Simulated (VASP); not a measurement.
Wanted: the native input for a VASP 6.6.1 run.

```yaml
Task: single point
Functional: PBEsol
Potentials_or_basis: VASP PAW PBE potentials, release 64 (W_sv, C)
Cutoff: 520 eV
k_mesh: 11 × 11 × 11
Occupations: fermi-dirac, width 0.15 eV
Spin: no spin polarisation
Dipole_correction: no
Further_INCAR_settings: ALGO = Normal; EDIFF = 1e-06; NBANDS = 16
```

The structure of WC lies in POSCAR:

```
WC
1.0
    0.0000000000      2.1926800000      2.1926800000
    2.1926800000      0.0000000000      2.1926800000
    2.1926800000      2.1926800000      0.0000000000
W C
1 1
Direct
    0.0000000000      0.0000000000      0.0000000000
    0.5000000000      0.5000000000      0.5000000000
```

These files were run (other wordings do the same):

INCAR

```
SYSTEM = WC
PREC = Accurate
ENCUT = 520
EDIFF = 1E-6
ISMEAR = -1
SIGMA = 0.15
LREAL = .FALSE.
LASPH = .TRUE.
NELM = 80
ALGO = Normal
ISIF = 2
LWAVE = .FALSE.
LCHARG = .FALSE.
GGA = PS
NBANDS = 16
```

KPOINTS

```
Automatic mesh
0
G
  11 11 11
  0 0 0
```

Potentials or basis: VASP PAW PBE potentials, release 64 (W_sv, C).

Command:

```bash
$ cat potpaw_PBE.64/W_sv/POTCAR potpaw_PBE.64/C/POTCAR > POTCAR
$ mpirun -np 1 vasp_std > vasp.out
```

Results of the run:

| Item | Value |
| --- | --- |
| Pressure | -8.6 GPa |
| Band gap on the k mesh | zero (band 9 reaches 13.19 eV, above the bottom of band 10 at 10.12 eV) |

Caveat: the PAW data sets were made with another functional, which shifts forces and pressure a little; spin-orbit coupling is left out, which moves the levels of the heavy elements.

Run time: 10 s on 1 thread of Intel(R) Xeon(R) Platinum 8559C (Emerald Rapids) (shared host), peak memory 0.15 GiB.
